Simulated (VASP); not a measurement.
# Zr3Si (P6_3/mmc) in VASP: single point with r2SCAN

Aim: the single point of Zr3Si with r2SCAN.

All numbers are computed with VASP 6.6.1; they aren't measurements. Logs are shortened: lines on timing, memory, paths and dates and some standing lists are left out, and cuts for length are marked.

## Step 1: The cell of the first run

Symmetry: P6_3/mmc, No. 194, hexagonal system. The conventional cell has a = 6.098 Å, b = 6.098 Å, c = 4.947 Å, α = 90.00°, β = 90.00°, γ = 120.00°. Within 3.9 Å of Zr (site symmetry mm2) lie 8 Zr at 2.94 to 3.16 Å and 4 Si at 3.00 to 3.05 Å. Si (site symmetry -6m2) has 12 Zr at 3.00 to 3.05 Å within 4.0 Å.

## Step 2: Single point, r2SCAN

Contents of POSCAR:

```
Zr3Si
1.0
    6.0983314776      0.0000000000      0.0000000000
   -3.0491657388      5.2813099803      0.0000000000
    0.0000000000      0.0000000000      4.9470163327
Zr Si
6 2
Direct
    0.3452321778      0.1726160889      0.7500000000
    0.8273839111      0.1726160889      0.7500000000
    0.8273839111      0.6547678222      0.7500000000
    0.6547678222      0.8273839111      0.2500000000
    0.1726160889      0.8273839111      0.2500000000
    0.1726160889      0.3452321778      0.2500000000
    0.6666666667      0.3333333333      0.2500000000
    0.3333333333      0.6666666667      0.7500000000
```

Contents of INCAR.step1:

```
ALGO = Normal
EDIFF = 1E-4
ENCUT = 520
GGA = PE
ISMEAR = 0
LASPH = True
LCHARG = False
LREAL = False
LWAVE = True
NBANDS = 50
NELM = 80
PREC = Accurate
SIGMA = 0.1
```

Contents of INCAR.step2:

```
ALGO = Normal
EDIFF = 1E-6
ENCUT = 520
ISIF = 2
ISMEAR = 0
ISTART = 1
LASPH = True
LCHARG = False
LMIXTAU = True
LREAL = False
LWAVE = False
METAGGA = R2SCAN
NBANDS = 50
NELM = 80
PREC = Accurate
SIGMA = 0.1
```

Contents of KPOINTS:

```
k-points
0
Gamma
  6 6 8
```

Potentials or basis: VASP PAW PBE potentials, release 64 (Zr_sv, Si).

On the command line:

```bash
$ cat potpaw_PBE.64/Zr_sv/POTCAR potpaw_PBE.64/Si/POTCAR > POTCAR
$ cp INCAR.step1 INCAR
$ mpirun -np 1 vasp_std > vasp.out
$ cp INCAR.step2 INCAR
$ mpirun -np 1 vasp_std > vasp.out
```

OUTCAR:

```text
EDIFF = 1E-6
   ENCUT = 520
   ISIF = 2
   ISMEAR = 0
   ISTART = 1
   LASPH = True
   LREAL = False
   METAGGA = R2SCAN
   NELM = 80
   PREC = Accurate

 ion  position               nearest neighbor table
   1  0.345  0.173  0.750-   2 2.94   3 2.94   7 3.00   7 3.00   8 3.05   8 3.05   6 3.07   6 3.07
                             5 3.07   5 3.07   2 3.16   3 3.16
   2  0.827  0.173  0.750-   1 2.94   3 2.94   7 3.00   7 3.00   8 3.05   8 3.05   6 3.07   6 3.07
                             4 3.07   4 3.07   1 3.16   3 3.16
   3  0.827  0.655  0.750-   1 2.94   2 2.94   7 3.00   7 3.00   8 3.05   8 3.05   5 3.07   4 3.07
                             5 3.07   4 3.07   2 3.16   1 3.16
   4  0.655  0.827  0.250-   5 2.94   6 2.94   8 3.00   8 3.00   7 3.05   7 3.05   3 3.07   3 3.07
                             2 3.07   2 3.07   5 3.16   6 3.16
   5  0.173  0.827  0.250-   4 2.94   6 2.94   8 3.00   8 3.00   7 3.05   7 3.05   3 3.07   3 3.07
                             1 3.07   1 3.07   4 3.16   6 3.16
   6  0.173  0.345  0.250-   4 2.94   5 2.94   8 3.00   8 3.00   7 3.05   7 3.05   1 3.07   2 3.07
                             1 3.07   2 3.07   5 3.16   4 3.16
   7  0.667  0.333  0.250-   2 3.00   2 3.00   1 3.00   1 3.00   3 3.00   3 3.00   6 3.05   4 3.05
                             5 3.05   5 3.05   6 3.05   4 3.05
   8  0.333  0.667  0.750-   5 3.00   5 3.00   4 3.00   4 3.00   6 3.00   6 3.00   3 3.05   1 3.05
                             2 3.05   2 3.05   3 3.05   1 3.05

  LATTYP: Found a hexagonal cell.
 ALAT       =     6.0983314776
 C/A-ratio  =     0.8112081724

  Lattice vectors:

 A1 = (   6.0983314776,   0.0000000000,   0.0000000000)
 A2 = (  -3.0491657388,   5.2813099803,   0.0000000000)
 A3 = (   0.0000000000,   0.0000000000,   4.9470163327)

Analysis of symmetry for initial positions (statically):
=====================================================================
 Subroutine PRICEL returns:
 Original cell was already a primitive cell.

 Routine SETGRP: Setting up the symmetry group for a
 hexagonal supercell.

 Subroutine GETGRP returns: Found 24 space group operations
 (whereof 12 operations were pure point group operations)
 out of a pool of 24 trial point group operations.

The static configuration has the point symmetry D_3d.
 The point group associated with its full space group is D_6h.

Analysis of symmetry for dynamics (positions and initial velocities):
=====================================================================
 Subroutine PRICEL returns:
 Original cell was already a primitive cell.

 Routine SETGRP: Setting up the symmetry group for a
 hexagonal supercell.

 Subroutine GETGRP returns: Found 24 space group operations
 (whereof 12 operations were pure point group operations)
 out of a pool of 24 trial point group operations.

The dynamic configuration has the point symmetry D_3d.
 The point group associated with its full space group is D_6h.

 Subroutine INISYM returns: Found 24 space group operations
 (whereof 12 operations are pure point group operations),
 and found     1 'primitive' translations

----------------------------------------------------------------------------------------

                                     Primitive cell

  volume of cell :     159.3294

  direct lattice vectors                    reciprocal lattice vectors
     6.098331478  0.000000000  0.000000000     0.163979279  0.094673481  0.000000000
    -3.049165739  5.281309980  0.000000000     0.000000000  0.189346962  0.000000000
     0.000000000  0.000000000  4.947016333     0.000000000  0.000000000  0.202142045

  length of vectors
     6.098331478  6.098331478  4.947016333     0.189346962  0.189346962  0.202142045

  position of ions in fractional coordinates (direct lattice)
     0.345232178  0.172616089  0.750000000
     0.827383911  0.172616089  0.750000000
     0.827383911  0.654767822  0.750000000
     0.654767822  0.827383911  0.250000000
     0.172616089  0.827383911  0.250000000
     0.172616089  0.345232178  0.250000000
     0.666666667  0.333333333  0.250000000
     0.333333333  0.666666667  0.750000000

  ion indices of the primitive-cell ions
   primitive index   ion index
                 1           1
                 2           2
                 3           3
                 4           4
                 5           5
                 6           6
                 7           7
                 8           8

----------------------------------------------------------------------------------------

 KPOINTS: k-points

Automatic generation of k-mesh.
 Grid dimensions read from file:
 generate k-points for:    6    6    8

 Generating k-lattice:

  Cartesian coordinates                     Fractional coordinates (reciprocal lattice)
     0.027329880  0.015778913  0.000000000     0.166666667  0.000000000  0.000000000
     0.000000000  0.031557827  0.000000000     0.000000000  0.166666667  0.000000000
     0.000000000  0.000000000  0.025267756     0.000000000  0.000000000  0.125000000

  Length of vectors
     0.031557827  0.031557827  0.025267756

  Shift w.r.t. Gamma in fractional coordinates (k-lattice)
     0.000000000  0.000000000  0.000000000

 Subroutine IBZKPT returns following result:
 ===========================================

 Found     35 irreducible k-points:

 Following reciprocal coordinates:
            Coordinates               Weight
  0.000000  0.000000  0.000000      1.000000
  0.166667  0.000000  0.000000      6.000000
  0.333333  0.000000  0.000000      6.000000
  0.500000  0.000000  0.000000      3.000000
  0.166667  0.166667  0.000000      6.000000
  0.333333  0.166667  0.000000     12.000000
[... 16 lines left out ...]
  0.166667  0.000000  0.375000     12.000000
  0.333333  0.000000  0.375000     12.000000
 [... further k-points ...]
   k-points           NKPTS =     35   k-points in BZ     NKDIM =     35   number of bands    NBANDS=     50
   number of dos      NEDOS =    301   number of ions     NIONS =      8
   total plane-waves  NPLWV =  92160
   dimension x,y,z NGX =    48 NGY =   48 NGZ =   40
   dimension x,y,z NGXF=    96 NGYF=   96 NGZF=   80
   ions per type =               6   2
   NGX,Y,Z   is equivalent  to a cutoff of  13.09, 13.09, 13.44 a.u.
   NGXF,Y,Z  is equivalent  to a cutoff of  26.17, 26.17, 26.88 a.u.
 SYSTEM =  unknown system
   PREC   = accura    normal or accurate (medium, high low for compatibility)
   ISTART =      1    job   : 0-new  1-cont  2-samecut
   ICHARG =      0    charge: 1-file 2-atom 10-const
   ISPIN  =      1    spin polarized calculation?
   LNONCOLLINEAR =      F non collinear calculations
   LSORBIT =      F    spin-orbit coupling
   LASPH  =      T    aspherical Exc in radial PAW
   ENCUT  =  520.0 eV  38.22 Ry    6.18 a.u.  11.34 11.34  9.20*2*pi/ulx,y,z
   NELM   =     80;   NELMIN=  2; NELMDL=  0     # of ELM steps
   EDIFF  = 0.1E-05   stopping-criterion for ELM
   LREAL  =      F    real-space projection
   EDIFFG = 0.1E-04   stopping-criterion for IOM
   NSW    =      0    number of steps for IOM
   IBRION =     -1    ionic relax: 0-MD 1-quasi-New 2-CG
   NFREE  =      0    steps in history (QN), initial steepest desc. (CG)
   ISIF   =      2    stress and relaxation
   ISYM   =      2    0-nonsym 1-usesym 2-fastsym
   POTIM  = 0.5000    time-step for ionic-motion
   TEBEG  =    0.0;   TEEND  =   0.0 temperature during run
   PSTRESS=    0.0 pullay stress
   NELECT =      80.0000    total number of electrons
   NUPDOWN=      -1.0000    fix difference up-down
   EMIN   =  10.00;   EMAX   =-10.00  energy-range for DOS
   EFERMI =   0.00;   METHOD = LEGACY
   ISMEAR =     0;   SIGMA  =   0.10  broadening in eV -4-tet -1-fermi 0-gaus
   EFERMI_NEDOS =   21; number of points for ismear=-14 and -15
   IALGO  =     38    algorithm
   IMIX   =      4    mixing-type and parameters
     AMIX     =   0.40;   BMIX     =  1.00
     AMIX_MAG =   1.60;   BMIX_MAG =  1.00
  volume/ion in A,a.u.               =      19.92       134.40
  Fermi-wavevector in a.u.,A,eV,Ry     =   1.301186  2.458886 23.035831  1.693086
  Thomas-Fermi vector in A             =   2.432336
   LORBIT       =      0    0 simple, 1 ext, 2 COOP (PROOUT), +10 PAW based schemes
   METAGGA = R2SCAN    functional components
   LHFCALC =     F    Hartree Fock is set to
   AEXX    =    0.0000 exact exchange contribution
   IVDW    =     0    specifies the selected vdW correction
   LEPSILON=     F    determine dielectric tensor
   LRPA    =     F    only Hartree local field effects (RPA)
 non-spin polarized calculation
 Gauss-broadening in eV      SIGMA  =   0.10
  energy-cutoff  :      520.00
  volume of cell :      159.33
 maximum number of plane-waves:      4327
 NGX is ok and might be reduce to    48
   NGX = 23   NGY = 23   NGZ = 19

 number of electron      80.0000001 magnetization

 Free energy of the ion-electron system (eV)
  ---------------------------------------------------
  ext. energy  EPLUGINS =         0.00000000
  ---------------------------------------------------
  free energy    TOTEN  =      -157.03573448 eV

  energy without entropy =     -157.00277727  energy(sigma->0) =     -157.01925588

 E-fermi :   9.7955     XC(G=0): -12.2124

 val. band max:        9.7885872921   @ k =   0.3333   0.1667   0.2500
 cond. band min:       9.8028677142   @ k =   0.0000   0.0000   0.3750
 fundamental gap:      0.0142804220
 Fermi energy:         9.7954901092

 k-point     1 :       0.0000    0.0000    0.0000
  band No.  band energies     occupation
      1     -40.6098      2.00000
      2     -40.4425      2.00000
      3     -40.4183      2.00000
      4     -40.4183      2.00000
      5     -40.3384      2.00000
      6     -40.3384      2.00000
[... 42 lines left out ...]
     49      12.9134      0.00000
     50      12.9649      0.00000
[... 1217 lines left out ...]
     49      12.1820      0.00000
     50      12.4334      0.00000

 [... further k-points ...]

------------------------ aborting loop because EDIFF is reached ----------------------------------------

  FORCE on cell =-STRESS in cart. coord.  units (eV):
  Direction    XX          YY          ZZ          XY          YZ          ZX
  --------------------------------------------------------------------------------------
  -------------------------------------------------------------------------------------
  Total        0.0346804      0.0346804     -0.0164397      0.0000000      0.0000000     -0.0000000
  in kB        0.3487371      0.3487371     -0.1653133      0.0000000      0.0000000     -0.0000000
  external PRESSURE =       0.1773870 kB  Pullay stress =       0.0000000 kB

 VOLUME and BASIS-vectors are now :
 -----------------------------------------------------------------------------
  energy-cutoff  :      520.00
  volume of cell :      159.33
      direct lattice vectors                 reciprocal lattice vectors
     6.098331478  0.000000000  0.000000000     0.163979279  0.094673481  0.000000000
    -3.049165739  5.281309980  0.000000000     0.000000000  0.189346962  0.000000000
     0.000000000  0.000000000  4.947016333     0.000000000  0.000000000  0.202142045

 POSITION                                       TOTAL-FORCE (eV/Angst)
 -----------------------------------------------------------------------------------
      1.57901      0.91164      3.71026        -0.009113     -0.005261      0.000000
      4.51933      0.91164      3.71026         0.009113     -0.005261      0.000000
      3.04917      3.45803      3.71026         0.000000      0.010523     -0.000000
      1.47016      4.36967      1.23675         0.009113      0.005261      0.000000
     -1.47016      4.36967      1.23675        -0.009113      0.005261     -0.000000
      0.00000      1.82328      1.23675        -0.000000     -0.010523      0.000000
      3.04917      1.76044      1.23675        -0.000000      0.000000      0.000000
     -0.00000      3.52087      3.71026         0.000000     -0.000000      0.000000
 -----------------------------------------------------------------------------------
    total drift:                               -0.000001      0.000000     -0.000000

  FREE ENERGIE OF THE ION-ELECTRON SYSTEM (eV)
  ---------------------------------------------------
  free  energy   TOTEN  =      -157.0357344848 eV

  energy  without entropy=     -157.0027772711  energy(sigma->0) =     -157.01925588
```

Run time: 21 min. Hardware: 1 thread of Intel Xeon Platinum 8375C at 2.90GHz (Ice Lake), shared host; peak memory 0.44 GiB.

Results:

```yaml
Free_energy: -157.0357 eV
Pressure: 0.0 GPa
Largest_force: 0.011 eV/Å
Band_gap_on_the_k_mesh: zero (bands 40 and 41 overlap by 0.55 eV)
```

Forces on the atoms (eV/Å):
```
Zr  -0.009 -0.005  0.000
Zr   0.009 -0.005  0.000
Zr   0.000  0.011  0.000
Zr   0.009  0.005  0.000
Zr  -0.009  0.005  0.000
Zr   0.000 -0.011  0.000
Si   0.000  0.000  0.000
Si   0.000  0.000  0.000
```

Levels at points of the mesh, in eV from the Fermi level:
```
           k point  band 37  band 38  band 39  band 40  band 41  band 42  band 43  band 44
(0.00, 0.00, 0.00)    -1.53    -1.53    -0.50    -0.01     0.39     0.39     0.84     0.84
(0.50, 0.00, 0.00)    -1.23    -0.63    -0.60    -0.04     0.54     0.66     0.91     1.25
(0.00, 0.00, 0.50)    -1.24    -1.24    -0.84    -0.84    -0.10    -0.10    -0.10    -0.10
(0.50, 0.00, 0.50)    -0.66    -0.66    -0.31    -0.31     0.15     0.15     0.69     0.69
```

Caveat: the PAW data sets were made with another functional, which shifts forces and pressure a little.
